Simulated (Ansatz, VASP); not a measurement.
# Au in VASP and in Ansatz

Contents of INCAR:

```
ALGO = Fast
EDIFF = 1E-6
ENCUT = 520
GGA = CA
ISIF = 2
ISMEAR = -1
LASPH = True
LCHARG = False
LREAL = False
LWAVE = False
NBANDS = 18
NELM = 100
PREC = Accurate
SIGMA = 0.05
```

The input KPOINTS:

```
k-points
0
Gamma
  11 11 6
```

POSCAR

```
Au
1.0
    1.4389897367     -2.6060620855      0.0000000000
    1.4389897367      2.6060620855      0.0000000000
    0.0000000000      0.0000000000      4.9891384766
Au
2
Direct
    0.3346720300      0.6653279700      0.2500000000
    0.6653279700      0.3346720300      0.7500000000
```

input.yaml

```yaml
crystal:
  lattice:
    - [1.4389897367, -2.6060620855, 0.0]
    - [1.4389897367, 2.6060620855, 0.0]
    - [0.0, 0.0, 4.9891384766]
  atoms:
    - { symbol: Au, position: [0.33467203, 0.66532797, 0.25] }
    - { symbol: Au, position: [0.66532797, 0.33467203, 0.75] }
hamiltonian:
  xc: lda
  pseudopotentials: { kind: paw }
kpoints:
  mp_grid: { grid: [11, 11, 6] }
scf:
  occupations: { method: fermi_dirac, width: 0.05 }
output:
  forces: true
  stress: true
  eigenvalues: true
```

Alike in both runs: task single point; functional LDA; k mesh 11 × 11 × 6; occupations fermi-dirac, width 0.05 eV; no spin polarisation.

|  | VASP | Ansatz |
| --- | --- | --- |
| version | VASP 6.6.1 | Ansatz 0.2.0 |
| potentials or method | VASP PAW LDA potentials, release 64 (Au) | Ansatz PAW |
| plane-wave cutoff (eV) | 520 | 420 |
| valence electrons in the cell | 22 | 38 |

VASP gave:

```
gap on the k mesh at the Fermi level (eV)                     : none
pressure (GPa)                                                : -15.8
traceless stress, the component that is largest in VASP (GPa) : 1.40
rms of the force components (eV/Å)                            : 0.003
```

Question: Estimate Ansatz's values.

Answer: gap on the k mesh at the Fermi level (eV): none; pressure (GPa): -16.1; traceless stress, the component that is largest in VASP (GPa): 1.31; rms of the force components (eV/Å): 0.004.

LDA's correlation is that of Perdew and Zunger in VASP and of Perdew and Wang (1992) in Ansatz. Atom by atom the forces differ by 0.001 eV/Å (rms over components). A gap of «none» marks a metal or a gap that the smearing closes. VASP's potentials hold 22 valence electrons a cell and Ansatz's 38, so a difference there can come from the potentials and not from the codes.

Spin-orbit coupling is off throughout.
